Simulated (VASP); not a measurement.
Wanted: the native input for a VASP 6.6.1 run.

```
Task                               : single point
Functional                         : HSE06
Potentials or basis                : VASP PAW PBE potentials, release 64 (Mg, O)
Cutoff                             : 520 eV
k mesh                             : 6 × 6 × 6
Occupations                        : gaussian, width 0.01 eV
Spin                               : no spin polarisation
Dipole correction                  : no
Grid for exact exchange (PRECFOCK) : Normal
Further INCAR settings             : ALGO = Normal; EDIFF = 1e-06; NBANDS = 11
Screening parameter                : 0.2079 1/Å
```

The system is MgO.

```
Mg O
1.0
     0.00000    2.29342    2.29342
     2.29342    0.00000    2.29342
     2.29342    2.29342    0.00000
Mg O
1 1
Direct
  0.00000 0.00000 0.00000
  0.25000 0.25000 0.25000
```

This cell differs from its parent crystal: strain +0.5%.

One way to write it, as run:

POSCAR

```
MgO
1.0
    0.0000000000      2.2934156910      2.2934156910
    2.2934156910      0.0000000000      2.2934156910
    2.2934156910      2.2934156910      0.0000000000
Mg O
1 1
Direct
    0.0000000000      0.0000000000      0.0000000000
    0.2500000000      0.2500000000      0.2500000000
```

INCAR.step1

```
PREC = Accurate
ENCUT = 520
EDIFF = 1E-5
ISMEAR = 0
SIGMA = 0.01
LREAL = F
LASPH = T
NELM = 120
ALGO = Normal
ISIF = 2
LWAVE = T
LCHARG = F
NBANDS = 11
GGA = PE
GGA_COMPAT = F
```

INCAR.step2

```
PREC = Accurate
ENCUT = 520
EDIFF = 1E-6
ISMEAR = 0
SIGMA = 0.01
LREAL = F
LASPH = T
NELM = 120
ALGO = Normal
ISIF = 2
LWAVE = F
LCHARG = F
GGA = PE
LHFCALC = T
HFSCREEN = 0.2079
PRECFOCK = Normal
NBANDS = 11
ISTART = 1
GGA_COMPAT = F
```

KPOINTS

```
regular mesh
0
Gamma
  6 6 6
```

Potentials or basis: VASP PAW PBE potentials, release 64 (Mg, O).

Launch:

```bash
$ cat potpaw_PBE.64/Mg/POTCAR potpaw_PBE.64/O/POTCAR > POTCAR
$ cp INCAR.step1 INCAR
$ mpirun -np 1 vasp_std > vasp.out
$ cp INCAR.step2 INCAR
$ mpirun -np 1 vasp_std > vasp.out
```

It gave:

| Item | Value |
| --- | --- |
| Pressure | -2.0 GPa |
| Band gap on the k mesh | 5.15 eV, direct |

Caveat: the cell differs from its parent crystal (strain +0.5%); the PAW data sets were made with another functional, which shifts forces and pressure a little.

Run time: 3.9 min on 1 thread of Intel(R) Xeon(R) 6975P-C (Granite Rapids), with other jobs on the host, peak memory 0.25 GiB.
